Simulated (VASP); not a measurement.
# AgCl (Fm-3m) in VASP: notebook

AgCl is run at these levels: PBE; tasks: single point.

Everything below comes from runs of VASP 6.6.1. Logs are shortened: lines on timing, memory, paths and dates and some standing lists are left out, and cuts for length are marked.

**1. The cell of the first run**

Symmetry: Fm-3m, No. 225, cubic system. The conventional cell has a = 5.325 Å, b = 5.325 Å, c = 5.325 Å, α = 90.00°, β = 90.00°, γ = 90.00°. Ag (site symmetry m-3m) has 6 Cl at 2.66 Å within 3.5 Å. Cl (site symmetry m-3m) has 6 Ag at 2.66 Å within 3.5 Å.

**2. Single point, PBE (strain -4.0%)**

The input, INCAR:

```
PREC     = Accurate       # precision mode
ENCUT    = 520            # plane-wave cutoff, eV
EDIFF    = 1E-6           # SCF threshold, eV
ISMEAR   = -1             # smearing method
SIGMA    = 0.02           # smearing width, eV
LREAL    = F              # projectors in reciprocal space
LASPH    = T              # aspherical terms in the spheres
NELM     = 60             # most SCF steps
ALGO     = Normal         # electronic algorithm
ISIF     = 2              # what is computed and relaxed
LWAVE    = F              # write WAVECAR
LCHARG   = F              # write CHGCAR
GGA      = PE             # functional
NBANDS   = 16             # bands
```

The input, KPOINTS:

```
regular mesh
0
Gamma
  8 8 8
```

The input, POSCAR:

```
AgCl
1.0
    0.0000000000      2.6622564615      2.6622564615
    2.6622564615      0.0000000000      2.6622564615
    2.6622564615      2.6622564615      0.0000000000
Ag Cl
1 1
Direct
    0.0000000000      0.0000000000      0.0000000000
    0.5000000000      0.5000000000      0.5000000000
```

Potentials or basis: VASP PAW PBE potentials, release 64 (Ag, Cl).

Command:

```console
cat potpaw_PBE.64/Ag/POTCAR potpaw_PBE.64/Cl/POTCAR > POTCAR
mpirun -np 1 vasp_std > vasp.out
```

OUTCAR:

```text
PREC = Accurate
   ENCUT = 520
   EDIFF = 1E-6
   ISMEAR = -1
   LREAL = F
   LASPH = T
   NELM = 60
   ISIF = 2
   GGA = PE

 ion  position               nearest neighbor table
   1  0.000  0.000  0.000-   2 2.66   2 2.66   2 2.66   2 2.66   2 2.66   2 2.66
   2  0.500  0.500  0.500-   1 2.66   1 2.66   1 2.66   1 2.66   1 2.66   1 2.66

  LATTYP: Found a face centered cubic cell.
 ALAT       =     5.3245129230

  Lattice vectors:

 A1 = (   0.0000000000,   2.6622564615,   2.6622564615)
 A2 = (   2.6622564615,   0.0000000000,   2.6622564615)
 A3 = (   2.6622564615,   2.6622564615,   0.0000000000)

Analysis of symmetry for initial positions (statically):
=====================================================================
 Subroutine PRICEL returns:
 Original cell was already a primitive cell.

 Routine SETGRP: Setting up the symmetry group for a
 face centered cubic supercell.

 Subroutine GETGRP returns: Found 48 space group operations
 (whereof 48 operations were pure point group operations)
 out of a pool of 48 trial point group operations.

The static configuration has the point symmetry O_h .

Analysis of symmetry for dynamics (positions and initial velocities):
=====================================================================
 Subroutine PRICEL returns:
 Original cell was already a primitive cell.

 Routine SETGRP: Setting up the symmetry group for a
 face centered cubic supercell.

 Subroutine GETGRP returns: Found 48 space group operations
 (whereof 48 operations were pure point group operations)
 out of a pool of 48 trial point group operations.

The dynamic configuration has the point symmetry O_h .

 Subroutine INISYM returns: Found 48 space group operations
 (whereof 48 operations are pure point group operations),
 and found     1 'primitive' translations

----------------------------------------------------------------------------------------

                                     Primitive cell

  volume of cell :      37.7381

  direct lattice vectors                    reciprocal lattice vectors
     0.000000000  2.662256462  2.662256462    -0.187810606  0.187810606  0.187810606
     2.662256462  0.000000000  2.662256462     0.187810606 -0.187810606  0.187810606
     2.662256462  2.662256462  0.000000000     0.187810606  0.187810606 -0.187810606

  length of vectors
     3.764999194  3.764999194  3.764999194     0.325297512  0.325297512  0.325297512

  position of ions in fractional coordinates (direct lattice)
     0.000000000  0.000000000  0.000000000
     0.500000000  0.500000000  0.500000000

  ion indices of the primitive-cell ions
   primitive index   ion index
                 1           1
                 2           2

----------------------------------------------------------------------------------------

 KPOINTS: regular mesh

Automatic generation of k-mesh.
 Grid dimensions read from file:
 generate k-points for:    8    8    8

 Generating k-lattice:

  Cartesian coordinates                     Fractional coordinates (reciprocal lattice)
    -0.023476326  0.023476326  0.023476326     0.125000000  0.000000000  0.000000000
     0.023476326 -0.023476326  0.023476326     0.000000000  0.125000000  0.000000000
     0.023476326  0.023476326 -0.023476326     0.000000000  0.000000000  0.125000000

  Length of vectors
     0.040662189  0.040662189  0.040662189

  Shift w.r.t. Gamma in fractional coordinates (k-lattice)
     0.000000000  0.000000000  0.000000000

 Subroutine IBZKPT returns following result:
 ===========================================

 Found     29 irreducible k-points:

 Following reciprocal coordinates:
            Coordinates               Weight
  0.000000  0.000000  0.000000      1.000000
  0.125000  0.000000  0.000000      8.000000
  0.250000  0.000000  0.000000      8.000000
  0.375000  0.000000  0.000000      8.000000
  0.500000  0.000000  0.000000      4.000000
  0.125000  0.125000  0.000000      6.000000
[... 16 lines left out ...]
  0.500000  0.250000  0.125000     48.000000
 -0.375000  0.250000  0.125000     24.000000
 [... further k-points ...]
   k-points           NKPTS =     29   k-points in BZ     NKDIM =     29   number of bands    NBANDS=     16
   number of dos      NEDOS =    301   number of ions     NIONS =      2
   total plane-waves  NPLWV =  21952
   dimension x,y,z NGX =    28 NGY =   28 NGZ =   28
   dimension x,y,z NGXF=    56 NGYF=   56 NGZF=   56
   ions per type =               1   1
   NGX,Y,Z   is equivalent  to a cutoff of  12.36, 12.36, 12.36 a.u.
   NGXF,Y,Z  is equivalent  to a cutoff of  24.73, 24.73, 24.73 a.u.
 SYSTEM =  unknown system
   PREC   = accura    normal or accurate (medium, high low for compatibility)
   ISTART =      0    job   : 0-new  1-cont  2-samecut
   ICHARG =      2    charge: 1-file 2-atom 10-const
   ISPIN  =      1    spin polarized calculation?
   LNONCOLLINEAR =      F non collinear calculations
   LSORBIT =      F    spin-orbit coupling
   LASPH  =      T    aspherical Exc in radial PAW
   ENCUT  =  520.0 eV  38.22 Ry    6.18 a.u.   7.00  7.00  7.00*2*pi/ulx,y,z
   NELM   =     60;   NELMIN=  2; NELMDL= -5     # of ELM steps
   EDIFF  = 0.1E-05   stopping-criterion for ELM
   LREAL  =      F    real-space projection
[... 7 lines left out ...]
   TEBEG  =    0.0;   TEEND  =   0.0 temperature during run
   PSTRESS=    0.0 pullay stress
   NELECT =      18.0000    total number of electrons
   NUPDOWN=      -1.0000    fix difference up-down
   EMIN   =  10.00;   EMAX   =-10.00  energy-range for DOS
   EFERMI =   0.00;   METHOD = LEGACY
   ISMEAR =    -1;   SIGMA  =   0.02  broadening in eV -4-tet -1-fermi 0-gaus
   EFERMI_NEDOS =   21; number of points for ismear=-14 and -15
   IALGO  =     38    algorithm
   IMIX   =      4    mixing-type and parameters
     AMIX     =   0.40;   BMIX     =  1.00
     AMIX_MAG =   1.60;   BMIX_MAG =  1.00
  volume/ion in A,a.u.               =      18.87       127.33
  Fermi-wavevector in a.u.,A,eV,Ry     =   1.279104  2.417156 22.260580  1.636106
  Thomas-Fermi vector in A             =   2.411608
   LORBIT       =      0    0 simple, 1 ext, 2 COOP (PROOUT), +10 PAW based schemes
   GGA     = PE    functional components
   LHFCALC =     F    Hartree Fock is set to
   AEXX    =    0.0000 exact exchange contribution
   IVDW    =     0    specifies the selected vdW correction
   LEPSILON=     F    determine dielectric tensor
   LRPA    =     F    only Hartree local field effects (RPA)
 non-spin polarized calculation
  energy-cutoff  :      520.00
  volume of cell :       37.74
 maximum number of plane-waves:      1036
   NGX = 13   NGY = 13   NGZ = 13

 number of electron      17.9999999 magnetization

 Free energy of the ion-electron system (eV)
  ---------------------------------------------------
  ext. energy  EPLUGINS =         0.00000000
  ---------------------------------------------------
  free energy    TOTEN  =        -5.23369399 eV

  energy without entropy =       -5.23369399  energy(sigma->0) =       -5.23369399

 E-fermi :   5.8893     XC(G=0): -10.6206

 val. band max:        5.4801772477   @ k =   0.5000   0.0000   0.0000
 cond. band min:       6.3946312426   @ k =   0.0000   0.0000   0.0000
 fundamental gap:      0.9144539949
 Fermi energy:         5.8893328210

 k-point     1 :       0.0000    0.0000    0.0000
  band No.  band energies     occupation
      1     -10.5601      2.00000
      2       2.4756      2.00000
      3       2.4756      2.00000
      4       2.4756      2.00000
      5       2.5247      2.00000
      6       2.5247      2.00000
[... 8 lines left out ...]
     15      19.5556      0.00000
     16      19.5560      0.00000

 k-point     2 :       0.1250    0.0000    0.0000
  band No.  band energies     occupation
      1     -10.4772      2.00000
      2       1.6369      2.00000
      3       1.7040      2.00000
      4       1.7040      2.00000
      5       2.5481      2.00000
      6       2.5482      2.00000
[... 8 lines left out ...]
     15      17.7712      0.00000
     16      18.4413      0.00000

 k-point     3 :       0.2500    0.0000    0.0000
  band No.  band energies     occupation
      1     -10.2659      2.00000
      2       0.4262      2.00000
      3       1.0265      2.00000
      4       1.0265      2.00000
      5       2.7176      2.00000
      6       2.7176      2.00000
[... 8 lines left out ...]
     15      17.8081      0.00000
     16      18.4931      0.00000

 k-point     4 :       0.3750    0.0000    0.0000
  band No.  band energies     occupation
      1     -10.0361      2.00000
      2      -0.5029      2.00000
      3       0.5973      2.00000
      4       0.5973      2.00000
      5       2.8961      2.00000
      6       2.8961      2.00000
[... 8 lines left out ...]
     15      18.6011      0.00000
     16      18.8338      0.00000

 k-point     5 :       0.5000    0.0000    0.0000
  band No.  band energies     occupation
      1      -9.9344      2.00000
      2      -0.8490      2.00000
      3       0.4506      2.00000
      4       0.4506      2.00000
      5       2.9729      2.00000
      6       2.9729      2.00000
[... 8 lines left out ...]
     15      19.1305      0.00000
     16      19.5057      0.00000

 k-point     6 :       0.1250    0.1250    0.0000
  band No.  band energies     occupation
      1     -10.4529      2.00000
      2       1.0728      2.00000
      3       2.0328      2.00000
      4       2.0328      2.00000
      5       2.4084      2.00000
      6       2.5608      2.00000
[... 8 lines left out ...]
     15      19.4677      0.00000
     16      19.7093      0.00000
[... 267 lines left out ...]
 k-point    21 :       0.5000    0.5000    0.0000
  band No.  band energies     occupation
      1      -9.9328      2.00000
      2       0.1969      2.00000
      3       1.7285      2.00000
      4       1.7285      2.00000
      5       2.0285      2.00000
      6       2.7756      2.00000
[... 8 lines left out ...]
     15      20.6599      0.00000
     16      20.6600      0.00000

 k-point    22 :       0.3750    0.2500    0.1250
  band No.  band energies     occupation
      1     -10.1386      2.00000
      2      -0.0260      2.00000
      3       0.9334      2.00000
      4       1.3239      2.00000
      5       2.5969      2.00000
      6       2.8710      2.00000
[... 8 lines left out ...]
     15      19.7922      0.00000
     16      21.4754      0.00000

 k-point    23 :       0.5000    0.2500    0.1250
  band No.  band energies     occupation
      1      -9.9763      2.00000
      2      -0.2863      2.00000
      3       0.5860      2.00000
      4       0.8583      2.00000
      5       2.7613      2.00000
      6       2.9836      2.00000
[... 8 lines left out ...]
     15      20.0107      0.00000
     16      21.2117      0.00000

 k-point    24 :      -0.3750    0.2500    0.1250
  band No.  band energies     occupation
      1      -9.9064      2.00000
      2      -0.3700      2.00000
      3       0.5093      2.00000
      4       0.5838      2.00000
      5       2.8877      2.00000
      6       2.9714      2.00000
[... 8 lines left out ...]
     15      19.3163      0.00000
     16      20.8307      0.00000

 [... further k-points ...]
[... 5 lines left out ...]
  --------------------------------------------------------------------------------------
  -------------------------------------------------------------------------------------
  Total        2.3099206      2.3099206      2.3099206      0.0000000      0.0000000      0.0000000
  in kB       98.0681479     98.0681479     98.0681479      0.0000000      0.0000000      0.0000000
  external PRESSURE =      98.0681479 kB  Pullay stress =       0.0000000 kB

 VOLUME and BASIS-vectors are now :
 -----------------------------------------------------------------------------
  energy-cutoff  :      520.00
  volume of cell :       37.74
      direct lattice vectors                 reciprocal lattice vectors
     0.000000000  2.662256462  2.662256462    -0.187810606  0.187810606  0.187810606
     2.662256462  0.000000000  2.662256462     0.187810606 -0.187810606  0.187810606
     2.662256462  2.662256462  0.000000000     0.187810606  0.187810606 -0.187810606

 POSITION                                       TOTAL-FORCE (eV/Angst)
 -----------------------------------------------------------------------------------
      0.00000      0.00000      0.00000        -0.000000      0.000000     -0.000000
      2.66226      2.66226      2.66226         0.000000     -0.000000      0.000000
 -----------------------------------------------------------------------------------
    total drift:                                0.000000      0.000000      0.000000

  FREE ENERGIE OF THE ION-ELECTRON SYSTEM (eV)
  ---------------------------------------------------
  free  energy   TOTEN  =        -5.2336939876 eV

  energy  without entropy=       -5.2336939875  energy(sigma->0) =       -5.23369399
```

It took 7 s on 1 thread of Intel Xeon 6975P-C (Granite Rapids), shared host; peak memory 0.16 GiB.

Results:

```
Free energy            : -5.2337 eV
Pressure               : 9.8 GPa
Band gap on the k mesh : 0.91 eV (least direct gap 3.64 eV)
```

Caveat: the cell differs from its parent crystal (strain -4.0%); the cell stands under pressure. A k mesh can miss the band edges.

**3. Single point, PBE**

This run uses another cell than the first one, of 21.33 Å³/atom.

The input, INCAR:

```
PREC = Accurate
ENCUT = 520
EDIFF = 1E-7
ISMEAR = -1
SIGMA = 0.02
LREAL = F
LASPH = T
NELM = 80
ALGO = Normal
ISIF = 2
LWAVE = F
LCHARG = T
GGA = PE
LELF = T
LVHAR = T
NBANDS = 16
```

KPOINTS is that of step 2.

The input, POSCAR:

```
AgCl
1.0
    0.0000000000      2.7731838141      2.7731838141
    2.7731838141      0.0000000000      2.7731838141
    2.7731838141      2.7731838141      0.0000000000
Ag Cl
1 1
Direct
    0.0000000000      0.0000000000      0.0000000000
    0.5000000000      0.5000000000      0.5000000000
```

Potentials or basis: VASP PAW PBE potentials, release 64 (Ag, Cl).

Command:

```console
cat potpaw_PBE.64/Ag/POTCAR potpaw_PBE.64/Cl/POTCAR > POTCAR
mpirun -np 1 vasp_std > vasp.out
```

It took 10 s on 1 thread of Intel Xeon 6975P-C (Granite Rapids), shared host; peak memory 0.17 GiB.

The run converged. Its results:

* Free energy: -5.3944 eV
* Pressure: 1.5 GPa
* Band gap on the k mesh: 0.91 eV (least direct gap 3.18 eV)

Levels at points of the mesh, in eV from the valence-band top:
```
           k point  band 5  band 6  band 7  band 8  band 9  band 10  band 11  band 12  band 13  band 14
(0.00, 0.00, 0.00)   -2.40   -2.40   -2.32   -2.32   -2.32     0.91    10.85    10.85    10.85    12.38
(0.50, 0.00, 0.00)   -2.07   -2.07   -1.76    0.00    0.00     4.24     6.53     7.67     7.67    13.58
(0.50, 0.50, 0.00)   -2.76   -2.21   -1.95   -1.95   -1.87     2.38     8.03     8.63    11.51    11.51
```

[end of part 1 of 2]
